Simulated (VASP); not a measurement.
# SiC3 (P-4m2) in VASP: G0W0 quasiparticle levels with PBE

Aim: the G0W0 quasiparticle levels of SiC3 with PBE.

Everything below comes from runs of VASP 6.6.1. Logs are shortened: lines on timing, memory, paths and dates and some standing lists are left out, and cuts for length are marked.

### Step 1. The cell of the first run

The structure is tetragonal, space group P-4m2 (No. 115). The conventional cell has a = 2.796 Å, b = 2.796 Å, c = 4.090 Å, α = 90.00°, β = 90.00°, γ = 90.00°. Within 2.2 Å of C (site symmetry 2mm) lie 2 C at 1.65 Å and 2 Si at 1.82 Å. C (site symmetry -4m2) has 4 C at 1.65 Å within 2.2 Å. Si (site symmetry -4m2) has 4 C at 1.82 Å within 2.4 Å.

### Step 2. G0W0 quasiparticle levels, PBE

POSCAR reads:

```
SiC3
1.0
    2.7964006860      0.0000000000      0.0000000000
    0.0000000000      2.7964006860      0.0000000000
    0.0000000000      0.0000000000      4.0900436070
C Si
3 1
Direct
    0.5000000000      0.0000000000      0.7862689766
    0.5000000000      0.5000000000      0.0000000000
    0.0000000000      0.5000000000      0.2137310234
    0.0000000000      0.0000000000      0.5000000000
```

INCAR.step1 reads:

```
SYSTEM = SiC3
PREC = Accurate ; ENCUT = 500
EDIFF = 1E-8 ; ISMEAR = 0
SIGMA = 0.01 ; LREAL = .False.
LASPH = .True. ; NELM = 80
ALGO = Normal ; LWAVE = .True.
LCHARG = .False. ; GGA = PE
```

INCAR.step2 reads:

```
SYSTEM = SiC3
PREC = Accurate ; ENCUT = 500
EDIFF = 1E-8 ; ISMEAR = 0
SIGMA = 0.01 ; LREAL = .False.
LASPH = .True. ; NELM = 1
ALGO = Exact ; LWAVE = .True.
LCHARG = .False. ; GGA = PE
NBANDS = 80 ; LOPTICS = .True.
ISTART = 1
```

INCAR.step3 reads:

```
SYSTEM = SiC3
PREC = Accurate ; ENCUT = 500
EDIFF = 1E-8 ; ISMEAR = 0
SIGMA = 0.01 ; LREAL = .False.
LASPH = .True. ; ALGO = EVGW0
LWAVE = .False. ; LCHARG = .False.
GGA = PE ; NELMGW = 1
NBANDS = 80 ; ENCUTGW = 100.0
NOMEGA = 96 ; PRECFOCK = Fast
ISTART = 1 ; NBANDSGW = 16
OMEGAMAX = 20
```

KPOINTS reads:

```
Automatic mesh
0
Gamma
  6 6 4
  0 0 0
```

Potentials or basis: VASP PAW PBE potentials, release 64 (C_GW, Si_GW).

Command:

```sh
$ cat potpaw_PBE.64/C_GW/POTCAR potpaw_PBE.64/Si_GW/POTCAR > POTCAR
$ cp INCAR.step1 INCAR
$ mpirun -np 1 vasp_std > vasp.out
$ cp INCAR.step2 INCAR
$ mpirun -np 1 vasp_std > vasp.out
$ cp INCAR.step3 INCAR
$ mpirun -np 1 vasp_std > vasp.out
```

OUTCAR:

```text
SYSTEM = SiC3
   PREC = Accurate
   ENCUT = 500
   EDIFF = 1E-8
   ISMEAR = 0
   LREAL = .False.
   LASPH = .True.
   GGA = PE
   NELMGW = 1
   ENCUTGW = 100.0
   PRECFOCK = Fast
   ISTART = 1

 ion  position               nearest neighbor table
   1  0.500  0.000  0.786-   2 1.65   2 1.65   4 1.82   4 1.82
   2  0.500  0.500  0.000-   1 1.65   3 1.65   1 1.65   3 1.65
   3  0.000  0.500  0.214-   2 1.65   2 1.65   4 1.82   4 1.82
   4  0.000  0.000  0.500-   1 1.82   3 1.82   3 1.82   1 1.82

  LATTYP: Found a simple tetragonal cell.
 ALAT       =     2.7964006860
 C/A-ratio  =     1.4626099999

  Lattice vectors:

 A1 = (   2.7964006860,   0.0000000000,   0.0000000000)
 A2 = (   0.0000000000,   2.7964006860,   0.0000000000)
 A3 = (   0.0000000000,   0.0000000000,   4.0900436070)

Analysis of symmetry for initial positions (statically):
=====================================================================
 Subroutine PRICEL returns:
 Original cell was already a primitive cell.

 Routine SETGRP: Setting up the symmetry group for a
 simple tetragonal supercell.

 Subroutine GETGRP returns: Found  8 space group operations
 (whereof  8 operations were pure point group operations)
 out of a pool of 16 trial point group operations.

The static configuration has the point symmetry D_2d.

Analysis of symmetry for dynamics (positions and initial velocities):
=====================================================================
 Subroutine PRICEL returns:
 Original cell was already a primitive cell.

 Routine SETGRP: Setting up the symmetry group for a
 simple tetragonal supercell.

 Subroutine GETGRP returns: Found  8 space group operations
 (whereof  8 operations were pure point group operations)
 out of a pool of 16 trial point group operations.

The dynamic configuration has the point symmetry D_2d.

 Subroutine INISYM returns: Found  8 space group operations
 (whereof  8 operations are pure point group operations),
 and found     1 'primitive' translations

----------------------------------------------------------------------------------------

                                     Primitive cell

  volume of cell :      31.9836

  direct lattice vectors                    reciprocal lattice vectors
     2.796400686  0.000000000  0.000000000     0.357602544  0.000000000  0.000000000
     0.000000000  2.796400686  0.000000000     0.000000000  0.357602544  0.000000000
     0.000000000  0.000000000  4.090043607     0.000000000  0.000000000  0.244496171

  length of vectors
     2.796400686  2.796400686  4.090043607     0.357602544  0.357602544  0.244496171

  position of ions in fractional coordinates (direct lattice)
     0.500000000  0.000000000  0.786268977
     0.500000000  0.500000000  0.000000000
     0.000000000  0.500000000  0.213731023
     0.000000000  0.000000000  0.500000000

  ion indices of the primitive-cell ions
   primitive index   ion index
                 1           1
                 2           2
                 3           3
                 4           4

----------------------------------------------------------------------------------------

 KPOINTS: Automatic mesh

Automatic generation of k-mesh.
 Grid dimensions read from file:
 generate k-points for:    6    6    4

 Generating k-lattice:

  Cartesian coordinates                     Fractional coordinates (reciprocal lattice)
     0.059600424  0.000000000  0.000000000     0.166666667  0.000000000  0.000000000
     0.000000000  0.059600424  0.000000000     0.000000000  0.166666667  0.000000000
     0.000000000  0.000000000  0.061124043     0.000000000  0.000000000  0.250000000

  Length of vectors
     0.059600424  0.059600424  0.061124043

  Shift w.r.t. Gamma in fractional coordinates (k-lattice)
     0.000000000  0.000000000  0.000000000

 Subroutine IBZKPT returns following result:
 ===========================================

 Found     30 irreducible k-points:

 Following reciprocal coordinates:
            Coordinates               Weight
  0.000000  0.000000  0.000000      1.000000
  0.166667  0.000000  0.000000      4.000000
  0.333333  0.000000  0.000000      4.000000
  0.500000  0.000000  0.000000      2.000000
  0.166667  0.166667  0.000000      4.000000
  0.333333  0.166667  0.000000      8.000000
[... 16 lines left out ...]
  0.333333  0.000000  0.500000      4.000000
  0.500000  0.000000  0.500000      2.000000
 [... further k-points ...]
   k-points           NKPTS =     30   k-points in BZ     NKDIM =    144   number of bands    NBANDS=     80
   number of dos      NEDOS =    301   number of ions     NIONS =      4
   total plane-waves  NPLWV =  12000
   dimension x,y,z NGX =    20 NGY =   20 NGZ =   30
   dimension x,y,z NGXF=    40 NGYF=   40 NGZF=   60
   ions per type =               3   1
   NGX,Y,Z   is equivalent  to a cutoff of  11.89, 11.89, 12.19 a.u.
   NGXF,Y,Z  is equivalent  to a cutoff of  23.78, 23.78, 24.39 a.u.
 SYSTEM =  SiC3
   PREC   = accura    normal or accurate (medium, high low for compatibility)
   ISTART =      1    job   : 0-new  1-cont  2-samecut
   ICHARG =      0    charge: 1-file 2-atom 10-const
   ISPIN  =      1    spin polarized calculation?
   LNONCOLLINEAR =      F non collinear calculations
   LSORBIT =      F    spin-orbit coupling
   LASPH  =      T    aspherical Exc in radial PAW
   ENCUT  =  500.0 eV  36.75 Ry    6.06 a.u.   5.10  5.10  7.46*2*pi/ulx,y,z
   NELM   =     60;   NELMIN=  2; NELMDL=  0     # of ELM steps
   EDIFF  = 0.1E-07   stopping-criterion for ELM
   LREAL  =      F    real-space projection
   EDIFFG = 0.1E-06   stopping-criterion for IOM
   NSW    =      0    number of steps for IOM
   IBRION =     -1    ionic relax: 0-MD 1-quasi-New 2-CG
   NFREE  =      0    steps in history (QN), initial steepest desc. (CG)
   ISIF   =      0    stress and relaxation
   ISYM   =      3    0-nonsym 1-usesym 2-fastsym
   POTIM  = 0.5000    time-step for ionic-motion
   TEBEG  =    0.0;   TEEND  =   0.0 temperature during run
   PSTRESS=    0.0 pullay stress
   NELECT =      16.0000    total number of electrons
   NUPDOWN=      -1.0000    fix difference up-down
   EMIN   =  10.00;   EMAX   =-10.00  energy-range for DOS
   EFERMI =   0.00;   METHOD = LEGACY
   ISMEAR =     0;   SIGMA  =   0.01  broadening in eV -4-tet -1-fermi 0-gaus
   EFERMI_NEDOS =   21; number of points for ismear=-14 and -15
   IALGO  =     38    algorithm
   IMIX   =      4    mixing-type and parameters
     AMIX     =   0.40;   BMIX     =  1.00
     AMIX_MAG =   1.60;   BMIX_MAG =  1.00
  volume/ion in A,a.u.               =       8.00        53.96
  Fermi-wavevector in a.u.,A,eV,Ry     =   1.299589  2.455866 22.979297  1.688931
  Thomas-Fermi vector in A             =   2.430843
   LORBIT       =      0    0 simple, 1 ext, 2 COOP (PROOUT), +10 PAW based schemes
   GGA     = PE    functional components
   LHFCALC =     T    Hartree Fock is set to
   PRECFOCK=fast      Normal, Fast or Accurate (Low or Medium for compatibility)
   ENCUT4O =  -1.0   cutoff for four orbital integrals eV
   NKREDX  =     1    reduce k-point grid by
   NKREDY  =     1    reduce k-point grid by
   NKREDZ  =     1    reduce k-point grid by
   AEXX    =    1.0000 exact exchange contribution
   HFSCREEN=    0.0000 screening length (either q_TF or 0.3 A-1)
   HFSCREENC=   0.0000 screening length for correlation (either q_TF or 0.3 A-1)
   ENCUTFOCK=  -1.0 apply spherical cutoff to Coloumb kernel
   IVDW    =     0    specifies the selected vdW correction
   LEPSILON=     F    determine dielectric tensor
   LRPA    =     F    only Hartree local field effects (RPA)
   LRPAFORCE           =     F    calculate RPA forces
   ENCUTGW             = 100.0    cutoff for response function in eV
   ENCUTGWSOFT         =  80.0    soft cutoff for Coulomb kernel in GW response function in eV
   ENCUTLF             =  -1.0    cutoff for local field effects
   NELMGW              =     1    number of iterations in solving QP/BSE equation
   NELMHF              =     1    number of iterations in the inner HF iteration
   NKREDLFX            =     1    NKREDLFY  =   1   NKREDLFZ  =   1
 non-spin polarized calculation
 Gauss-broadening in eV      SIGMA  =   0.01
  energy-cutoff  :      500.00
  volume of cell :       31.98
 maximum number of plane-waves:       828
  NGX = 12; NGY = 12; NGZ = 18
   NGX = 11   NGY = 11   NGZ = 15
 maximum number of plane-waves:        86
 NGX is ok and might be reduce to    10

 QP shifts <psi_nk| G(iteration)W_0 |psi_nk>: iteration 1
 for sc-GW calculations column KS-energies equals QP-energies in previous step
 and V_xc(KS)=  KS-energies - (<T + V_ion + V_H > + <T+V_H+V_ion>^1  + <V_x>^1)

 k-point   1 :       0.0000    0.0000    0.0000
  band No.  KS-energies  QP-energies   sigma(KS)   V_xc(KS)     V^pw_x(r,r')   Z            occupation Imag(sigma)

      1      -9.4805     -10.4522     -15.1645     -13.8077     -23.5093       0.7162       2.0000       1.2985
      2      -2.8666      -3.6144     -15.6936     -14.6731     -22.2043       0.7328       2.0000       0.5917
      3      -1.6147      -2.3914     -14.6720     -13.6194     -20.1377       0.7379       2.0000       0.3755
      4       3.7676       3.2869     -15.5233     -14.9006     -18.9569       0.7721       2.0000       0.0651
      5       3.7676       3.2869     -15.5233     -14.9006     -18.9569       0.7721       2.0000       0.0651
      6       8.5383       8.3360     -15.7173     -15.4651     -17.6679       0.8024       2.0000       0.0282
[... 8 lines left out ...]
     15      22.6370      23.5990     -12.0520     -13.2981      -5.3117       0.7720       0.0000      -0.3204
     16      23.9267      25.1728     -12.8400     -14.5091      -5.3742       0.7466       0.0000      -0.4262

 k-point   2 :       0.1667    0.0000    0.0000
  band No.  KS-energies  QP-energies   sigma(KS)   V_xc(KS)     V^pw_x(r,r')   Z            occupation Imag(sigma)

      1      -9.0632     -10.0263     -15.1933     -13.8589     -23.4192       0.7217       2.0000       1.2477
      2      -2.7125      -3.4635     -15.8113     -14.7940     -22.2945       0.7382       2.0000       0.5826
      3      -1.3310      -2.1017     -14.7934     -13.7532     -20.1895       0.7409       2.0000       0.3542
      4       2.1058       1.5152     -14.8212     -14.0472     -18.6146       0.7630       2.0000       0.1082
      5       4.0484       3.5887     -15.5771     -14.9845     -18.9093       0.7757       2.0000       0.0601
      6       7.2354       6.9069     -15.4030     -14.9878     -17.9075       0.7913       2.0000       0.0380
[... 8 lines left out ...]
     15      23.0642      24.2052     -12.5967     -14.1055      -5.4169       0.7562       0.0000      -0.3698
     16      23.0953      24.2216     -12.7823     -14.2674      -5.6391       0.7585       0.0000      -0.3556
[... 421 lines left out ...]
 k-point  24 :       0.5000    0.0000    0.5000
  band No.  KS-energies  QP-energies   sigma(KS)   V_xc(KS)     V^pw_x(r,r')   Z            occupation Imag(sigma)

      1      -5.9525      -6.7981     -16.0078     -14.8579     -23.4280       0.7354       2.0000       0.8197
      2      -4.2524      -5.0628     -15.4952     -14.3960     -22.3625       0.7372       2.0000       0.7561
      3      -2.1299      -2.8965     -14.5326     -13.4982     -20.1351       0.7412       2.0000       0.4129
      4      -1.3348      -2.1100     -13.8892     -12.8517     -19.2001       0.7471       2.0000       0.4379
      5       5.3336       5.0154     -15.9820     -15.5789     -18.8148       0.7894       2.0000       0.0418
      6       6.5083       6.1604     -15.6496     -15.2108     -18.1775       0.7930       2.0000       0.0368
[... 8 lines left out ...]
     15      20.5072      21.3711     -11.9450     -13.0772      -5.2515       0.7631       0.0000      -0.2470
     16      21.8486      22.6791     -11.7214     -12.8134      -4.7353       0.7606       0.0000      -0.2953

 [... further k-points ...]
```

Wall time 14 min (1 thread of Intel Xeon Platinum 8259CL at 2.50GHz (Skylake/Cascade Lake), shared host); peak memory 0.54 GiB.

Results:

```yaml
Quasiparticle_gap: 2.29 eV
Least_direct_quasiparticle_gap: 2.67 eV
Band_gap_of_the_starting_levels_on_the_mesh: 1.64 eV
Least_direct_gap_of_the_starting_levels_on_the_mesh: 1.85 eV
```

Caveat: the k points lie up to 0.38 Å⁻¹ apart; bands, screening cutoff and mesh are small and nothing is extrapolated, so the quasiparticle values aren't converged.
